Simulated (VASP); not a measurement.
# CdS (F-43m) in VASP: further runs

Aim: see how the results for CdS move with the level of theory and the settings. Levels: LDA, PBEsol. Tasks: dielectric tensor, elastic constants.

Program: VASP 6.6.1. These are calculated values, not measurements. Logs are shortened: lines on timing, memory, paths and dates and some standing lists are left out, and cuts for length are marked.

## 1. The cell of the first run

It takes space group F-43m (No. 216, cubic). Conventional cell: a = 5.833 Å, b = 5.833 Å, c = 5.833 Å, α = 90.00°, β = 90.00°, γ = 90.00°. Within 3.3 Å of Cd (site symmetry -43m) lie 4 S at 2.53 Å. Within 3.3 Å of S (site symmetry -43m) lie 4 Cd at 2.53 Å.

## 2. Dielectric tensor, LDA

INCAR reads:

```
SYSTEM = CdS
ALGO     = Normal         ! electronic algorithm
EDIFF    = 1E-8           ! SCF threshold, eV
ENCUT    = 520            ! plane-wave cutoff, eV
GGA      = CA             ! functional
ISIF     = 2              ! what is computed and relaxed
ISMEAR   = 0              ! smearing method
LASPH    = .True.         ! aspherical terms in the spheres
LCHARG   = .False.        ! write CHGCAR
LEPSILON = .True.         ! dielectric tensor by DFPT
LREAL    = .False.        ! projectors in reciprocal space
LWAVE    = .False.        ! write WAVECAR
NELM     = 60             ! most SCF steps
PREC     = Accurate       ! precision mode
SIGMA    = 0.01           ! smearing width, eV
```

KPOINTS reads:

```
k-points
0
Gamma
  8 8 8
  0 0 0
```

POSCAR reads:

```
CdS
1.0
    0.0000000000      2.9165000000      2.9165000000
    2.9165000000      0.0000000000      2.9165000000
    2.9165000000      2.9165000000      0.0000000000
Cd S
1 1
Direct
    0.0000000000      0.0000000000      0.0000000000
    0.7500000000      0.7500000000      0.7500000000
```

Potentials or basis: VASP PAW LDA potentials, release 64 (Cd, S).

The run is started by

```
$ cat potpaw_LDA.64/Cd/POTCAR potpaw_LDA.64/S/POTCAR > POTCAR
$ mpirun -np 1 vasp_std > vasp.out
```

OUTCAR:

```text
SYSTEM = CdS
   EDIFF = 1E-8
   ENCUT = 520
   GGA = CA
   ISIF = 2
   ISMEAR = 0
   LASPH = .True.
   LEPSILON = .True.
   LREAL = .False.
   NELM = 60
   PREC = Accurate

 ion  position               nearest neighbor table
   1  0.000  0.000  0.000-   2 2.53   2 2.53   2 2.53   2 2.53
   2  0.750  0.750  0.750-   1 2.53   1 2.53   1 2.53   1 2.53

  LATTYP: Found a face centered cubic cell.
 ALAT       =     5.8330000000

  Lattice vectors:

 A1 = (   0.0000000000,   2.9165000000,   2.9165000000)
 A2 = (   2.9165000000,   0.0000000000,   2.9165000000)
 A3 = (   2.9165000000,   2.9165000000,   0.0000000000)

Analysis of symmetry for initial positions (statically):
=====================================================================
 Subroutine PRICEL returns:
 Original cell was already a primitive cell.

 Routine SETGRP: Setting up the symmetry group for a
 face centered cubic supercell.

 Subroutine GETGRP returns: Found 24 space group operations
 (whereof 24 operations were pure point group operations)
 out of a pool of 48 trial point group operations.

The static configuration has the point symmetry T_d .

Analysis of symmetry for dynamics (positions and initial velocities):
=====================================================================
 Subroutine PRICEL returns:
 Original cell was already a primitive cell.

 Routine SETGRP: Setting up the symmetry group for a
 face centered cubic supercell.

 Subroutine GETGRP returns: Found 24 space group operations
 (whereof 24 operations were pure point group operations)
 out of a pool of 48 trial point group operations.

The dynamic configuration has the point symmetry T_d .

 Subroutine INISYM returns: Found 24 space group operations
 (whereof 24 operations are pure point group operations),
 and found     1 'primitive' translations

----------------------------------------------------------------------------------------

                                     Primitive cell

  volume of cell :      49.6153

  direct lattice vectors                    reciprocal lattice vectors
     0.000000000  2.916500000  2.916500000    -0.171438368  0.171438368  0.171438368
     2.916500000  0.000000000  2.916500000     0.171438368 -0.171438368  0.171438368
[... 536 lines left out ...]

 POSITION                                       TOTAL-FORCE (eV/Angst)
 -----------------------------------------------------------------------------------
      0.00000      0.00000      0.00000         0.000000      0.000000      0.000000
      4.37475      4.37475      4.37475        -0.000000     -0.000000     -0.000000
 -----------------------------------------------------------------------------------
    total drift:                               -0.000000     -0.000000     -0.000000

  FREE ENERGIE OF THE ION-ELECTRON SYSTEM (eV)
  ---------------------------------------------------
  free  energy   TOTEN  =        -7.3978062777 eV

  energy  without entropy=       -7.3978062777  energy(sigma->0) =       -7.39780628

 HEAD OF MICROSCOPIC STATIC DIELECTRIC TENSOR (INDEPENDENT PARTICLE, excluding Hartree and local field effects)
 ------------------------------------------------------
           7.983846     0.000000     0.000000
           0.000000     7.983846    -0.000000
           0.000000     0.000000     7.983846
 ------------------------------------------------------

 Free energy of the ion-electron system (eV)
  ---------------------------------------------------
  ---------------------------------------------------
  free energy    TOTEN  =        -0.93889701 eV

  energy without entropy =       -0.93889701

------------------------ aborting loop because EDIFF is reached ----------------------------------------

--------------------------------------- Ionic step        2  -------------------------------------------

------------------------ aborting loop because EDIFF is reached ----------------------------------------

--------------------------------------- Ionic step        3  -------------------------------------------

 Free energy of the ion-electron system (eV)
  ---------------------------------------------------
  ---------------------------------------------------
  free energy    TOTEN  =        -0.93889673 eV

  energy without entropy =       -0.93889673

------------------------ aborting loop because EDIFF is reached ----------------------------------------

 PIEZOELECTRIC TENSOR FIELD DIRECTION 3  (e Angst)
 -----------------------------------------------------------------------------
    -0.00130  2.02257  0.00000           ( -0.00000 -0.03081  0.00000)
     2.02257 -0.00130  0.00000           ( -0.03081 -0.00000  0.00000)
     0.00000  0.00000  0.00056           (  0.00000  0.00000 -0.00000)

 PIEZOELECTRIC TENSOR FIELD DIRECTION 3  (C/m^2)
 -----------------------------------------------------------------------------
    -0.00042  0.65313  0.00000
     0.65313 -0.00042  0.00000
     0.00000  0.00000  0.00018

 MACROSCOPIC STATIC DIELECTRIC TENSOR (including local field effects in DFT)
 ------------------------------------------------------
           7.546041     0.000000    -0.000000
           0.000000     7.546041    -0.000000
           0.000000     0.000000     7.546041
 ------------------------------------------------------

 PIEZOELECTRIC TENSOR (including local field effects)  for field in x, y, z        (e  Angst)
          XX          YY          ZZ          XY          YZ          ZX
  --------------------------------------------------------------------------------
  x     0.00000    -0.00000    -0.00000     0.00000     2.03755     0.00000
  y    -0.00000     0.00000    -0.00000     0.00000     0.00000     2.03755
  z     0.00000    -0.00000     0.00000     2.03755     0.00000     0.00000

 PIEZOELECTRIC TENSOR (including local field effects)  for field in x, y, z        (C/m^2)
          XX          YY          ZZ          XY          YZ          ZX
  --------------------------------------------------------------------------------
  x     0.00000    -0.00000    -0.00000     0.00000     0.65797     0.00000
  y    -0.00000     0.00000    -0.00000     0.00000     0.00000     0.65797
  z     0.00000    -0.00000     0.00000     0.65797     0.00000     0.00000

 BORN EFFECTIVE CHARGES (including local field effects) (in |e|, cummulative output)
 ---------------------------------------------------------------------------------
 ion    1
    1     2.22111    -0.00000    -0.00000
    2    -0.00000     2.22111     0.00000
    3    -0.00000    -0.00000     2.22111
 ion    2
    1    -2.22111     0.00000     0.00000
    2     0.00000    -2.22111    -0.00000
    3     0.00000     0.00000    -2.22111
```

stdout:

```text
POSCAR found type information on POSCAR CdS
 POSCAR found :  2 types and       2 ions
 scaLAPACK will be used
 LDA part: xc-table for (Slater(with rela. corr.)+CA(PZ))
 , standard interpolation
 POSCAR, INCAR and KPOINTS ok, starting setup
 FFT: planning ... GRIDC
 FFT: planning ... GRID_SOFT
 FFT: planning ... GRID
 WAVECAR not read
 entering main loop
 Linear response reoptimize wavefunctions to high precision
 Linear response G [H, r] |phi>, progress :
  Direction:   1
 Linear response G [H, r] |phi>, progress :
  Direction:   2
 Linear response G [H, r] |phi>, progress :
  Direction:   3
 Linear response to external field (no local field effect), progress :
  Direction:   1
 dielectric tensor                  component  1 :     8.802     2.857     0.885
 Linear response to external field (no local field effect), progress :
  Direction:   2
 dielectric tensor                  component  2 :     2.857     9.146    -1.170
 Linear response to external field (no local field effect), progress :
  Direction:   3
 dielectric tensor                  component  3 :     0.888    -1.171     6.004
 Linear response to external field, progress :
  Direction:   1
 dielectric tensor                  component  1 :     7.546     1.340     0.569
 Linear response to external field, progress :
  Direction:   2
 dielectric tensor                  component  2 :     1.305     7.546     0.433
 Linear response to external field, progress :
  Direction:   3
 dielectric tensor                  component  3 :     1.022     0.886     7.546
 Born effective charges drift removed
```

It took 4.1 min on 1 thread of Intel Xeon 8259CL, shared host; peak memory 0.3 GiB.

Results:

```
Band gap on the k mesh                  : 0.89 eV
Electronic dielectric tensor (diagonal) : 7.55
Born charges (mean of the diagonal)     : Cd +2.22; S -2.22 e
```

Levels at points of the mesh, in eV from the valence-band top:
| k point | band 7 | band 8 | band 9 | band 10 | band 11 | band 12 |
| --- | --- | --- | --- | --- | --- | --- |
| (0.00, 0.00, 0.00) | 0.00 | 0.00 | 0.00 | 0.89 | 6.36 | 6.36 |
| (0.50, 0.00, 0.00) | -4.52 | -0.77 | -0.77 | 2.78 | 6.84 | 6.84 |
| (0.50, 0.50, 0.00) | -4.06 | -1.92 | -1.92 | 3.31 | 4.17 | 8.96 |

Electronic dielectric tensor:
```
7.55 0.00 0.00
0.00 7.55 0.00
0.00 0.00 7.55
```

Born effective charge tensors (e):
atom 1, Cd
```
2.22 0.00 0.00
0.00 2.22 0.00
0.00 0.00 2.22
```
atom 2, S
```
-2.22  0.00  0.00
 0.00 -2.22  0.00
 0.00  0.00 -2.22
```

LDA gaps usually lie below the measured ones, often by a third to a half.

## 3. Elastic constants, PBEsol

INCAR reads:

```
ALGO = Normal
EDIFF = 1E-8
ENCUT = 600
GGA = PS
IBRION = 6
ISIF = 3
ISMEAR = -1
LASPH = T
LCHARG = F
LREAL = F
LWAVE = F
NELM = 100
NFREE = 2
NSW = 1
POTIM = 0.015
PREC = Accurate
SIGMA = 0.05
```

KPOINTS reads:

```
k-points
0
Gamma
  6 6 6
```

POSCAR is that of step 2.

Potentials or basis: VASP PAW PBE potentials, release 64 (Cd, S).

The run is started by

```
$ cat potpaw_PBE.64/Cd/POTCAR potpaw_PBE.64/S/POTCAR > POTCAR
$ mpirun -np 1 vasp_std > vasp.out
```

OUTCAR:

```text
EDIFF = 1E-8
   ENCUT = 600
   GGA = PS
   IBRION = 6
   ISIF = 3
   ISMEAR = -1
   LASPH = T
   LREAL = F
   NELM = 100
   NFREE = 2
   NSW = 1
   POTIM = 0.015
   PREC = Accurate

 ion  position               nearest neighbor table
   1  0.000  0.000  0.000-   2 2.53   2 2.53   2 2.53   2 2.53
   2  0.750  0.750  0.750-   1 2.53   1 2.53   1 2.53   1 2.53

  LATTYP: Found a face centered cubic cell.
 ALAT       =     5.8330000000

  Lattice vectors:

 A1 = (   0.0000000000,   2.9165000000,   2.9165000000)
 A2 = (   2.9165000000,   0.0000000000,   2.9165000000)
 A3 = (   2.9165000000,   2.9165000000,   0.0000000000)

Analysis of symmetry for initial positions (statically):
=====================================================================
 Subroutine PRICEL returns:
 Original cell was already a primitive cell.

 Routine SETGRP: Setting up the symmetry group for a
 face centered cubic supercell.

 Subroutine GETGRP returns: Found 24 space group operations
 (whereof 24 operations were pure point group operations)
 out of a pool of 48 trial point group operations.

The static configuration has the point symmetry T_d .

Analysis of symmetry for dynamics (positions and initial velocities):
[... 741 lines left out ...]
  -------------------------------------------------------------------------------------
  Total        0.0299198      0.0321136      0.0321136      0.0000000     -0.0984344      0.0000000
  in kB        0.9661681      1.0370104      1.0370104      0.0000000     -3.1786419      0.0000000
  external PRESSURE =       1.0133963 kB  Pullay stress =       0.0000000 kB
[... 17 lines left out ...]
  FREE ENERGIE OF THE ION-ELECTRON SYSTEM (eV)
  ---------------------------------------------------
  free  energy   TOTEN  =        -6.8105640903 eV

  energy  without entropy=       -6.8105632976  energy(sigma->0) =       -6.81056369

 INTERNAL STRAIN TENSORS FROM STRAINED CELLS
 ============================================

 INTERNAL STRAIN TENSOR FOR ION    1 for displacements in x,y,z  (eV/Angst):
          X           Y           Z          XY          YZ          ZX
  --------------------------------------------------------------------------------
  x    -0.00000    -0.00000     0.00000     0.00000    -6.54719    -0.00000
  y    -0.00000    -0.00000     0.00000    -0.00000    -0.00000    -6.54733
  z    -0.00000    -0.00000    -0.00000    -6.54804     0.00000    -0.00000

 INTERNAL STRAIN TENSORS FROM DISPLACED ATOMS
 ============================================

 INTERNAL STRAIN TENSOR FOR ION    1 for displacements in x,y,z  (eV/Angst):
          X           Y           Z          XY          YZ          ZX
  --------------------------------------------------------------------------------
  x     0.00000    -0.00000    -0.00000     0.00000    -6.55412     0.00000
  y    -0.00000     0.00000    -0.00000     0.00000     0.00000    -6.55412
  z    -0.00000    -0.00000     0.00000    -6.55412     0.00000     0.00000

 INTERNAL STRAIN TENSOR FOR ION    2 for displacements in x,y,z  (eV/Angst):
          X           Y           Z          XY          YZ          ZX
  --------------------------------------------------------------------------------
  x     0.00000     0.00000     0.00000     0.00000     6.55678     0.00000
  y     0.00000     0.00000     0.00000     0.00000     0.00000     6.55678
  z     0.00000     0.00000     0.00000     6.55678     0.00000     0.00000

 Eigenvectors and eigenvalues of the dynamical matrix
 ----------------------------------------------------

   1 f  =    7.015726 THz    44.081106 2PiTHz  234.019426 cm-1    29.014698 meV
             X         Y         Z           dx          dy          dz
      0.000000  0.000000  0.000000    -0.000000   -0.470769   -0.000000
      4.374750  4.374750  4.374750     0.000000    0.882256   -0.000000
[... 21 lines left out ...]
   6 f/i=    0.002716 THz     0.017063 2PiTHz    0.090585 cm-1     0.011231 meV
             X         Y         Z           dx          dy          dz
      0.000000  0.000000  0.000000     0.367972   -0.787713    0.149937
      4.374750  4.374750  4.374750     0.196349   -0.420321    0.080006

--------------------------------------------------------------------------------------------------------

 ELASTIC MODULI CONTR FROM IONIC RELAXATION (kBar)
 Direction    XX          YY          ZZ          XY          YZ          ZX
 --------------------------------------------------------------------------------
 XX          -0.0000     -0.0000     -0.0000     -0.0000      0.0000     -0.0000
 YY          -0.0000     -0.0000     -0.0000     -0.0000     -0.0000      0.0000
 ZZ          -0.0000     -0.0000     -0.0000      0.0000     -0.0000     -0.0000
 XY          -0.0000     -0.0000      0.0000   -276.3289      0.0000      0.0000
 YZ           0.0000     -0.0000     -0.0000      0.0000   -276.3289      0.0000
 ZX          -0.0000      0.0000     -0.0000      0.0000      0.0000   -276.3289
 --------------------------------------------------------------------------------

 TOTAL ELASTIC MODULI (kBar)
 Direction    XX          YY          ZZ          XY          YZ          ZX
 --------------------------------------------------------------------------------
 XX         747.1472    553.2349    553.2349     -0.0000      0.0000     -0.0000
 YY         553.2349    747.1472    553.2349     -0.0000     -0.0000      0.0000
 ZZ         553.2349    553.2349    747.1472      0.0000     -0.0000     -0.0000
 XY          -0.0000     -0.0000      0.0000    261.5460      0.0000      0.0000
 YZ           0.0000     -0.0000     -0.0000      0.0000    261.5460      0.0000
 ZX          -0.0000      0.0000     -0.0000      0.0000      0.0000    261.5460
 --------------------------------------------------------------------------------
```

OSZICAR:

```text
N       E                     dE             d eps       ncg     rms          rms(c)
DAV:   1     0.113120773478E+03    0.11312E+03   -0.99074E+03   424   0.142E+03
DAV:   2    -0.215797867151E+01   -0.11528E+03   -0.11053E+03   461   0.304E+02
DAV:   3    -0.727663384503E+01   -0.51187E+01   -0.51057E+01   501   0.656E+01
[... 210 lines left out ...]
DAV:   5    -0.681056423100E+01    0.41745E-06   -0.30455E-05  1236   0.425E-02    0.140E-02
DAV:   6    -0.681056413094E+01    0.10006E-06   -0.14631E-06  1411   0.900E-03    0.649E-03
DAV:   7    -0.681056408801E+01    0.42931E-07   -0.80746E-07  1339   0.583E-03    0.210E-03
DAV:   8    -0.681056408753E+01    0.47589E-09   -0.15609E-07  1306   0.278E-03    0.232E-04
DAV:   9    -0.681056409031E+01   -0.27753E-08   -0.10191E-08   980   0.758E-04
  17 F= -.68105641E+01 E0= -.68105637E+01  d E =-.792684E-06
```

stdout:

```text
POSCAR found type information on POSCAR CdS
 POSCAR found :  2 types and       2 ions
 scaLAPACK will be used
 -----------------------------------------------------------------------------
|                                                                             |
|                                                                             |
|     You enforced a specific xc type in the INCAR file but a different       |
|     I HOPE YOU KNOW WHAT YOU ARE DOING!                                     |
[... 32 lines left out ...]
 Finite differences progress:
 bond charge predicted
 Finite differences progress:
 bond charge predicted
 Finite differences progress:
 bond charge predicted
 Finite differences progress:
 bond charge predicted
 Finite differences progress:
 bond charge predicted
 Finite differences progress:
 bond charge predicted
 Finite differences progress:
```

It took 14 min on 1 thread of Intel Xeon 8259CL, shared host; peak memory 0.29 GiB.

What came out:

```yaml
Elastic_constants_C11_C12_C44: 75, 55, 26 GPa
Voigt_bulk_modulus: 62 GPa
Highest_phonon_frequency_at_Γ_LO-TO_splitting_left_out: 234 cm⁻¹
```

Phonon frequencies in cm⁻¹ (negative: imaginary):
| q point | frequencies |
| --- | --- |
| (0.000, 0.000, 0.000) | 0 0 0 234 234 234 |

Elastic tensor in Voigt notation (GPa, in the Cartesian axes of the cell as first typed):
```
75 55 55  0  0  0
55 75 55  0  0  0
55 55 75  0  0  0
 0  0  0 26  0  0
 0  0  0  0 26  0
 0  0  0  0  0 26
```

Clamped-ion elastic tensor (GPa):
```
75 55 55  0  0  0
55 75 55  0  0  0
55 55 75  0  0  0
 0  0  0 54  0  0
 0  0  0  0 54  0
 0  0  0  0  0 54
```

Caveat: the PAW data sets were made with another functional, which shifts forces and pressure a little.
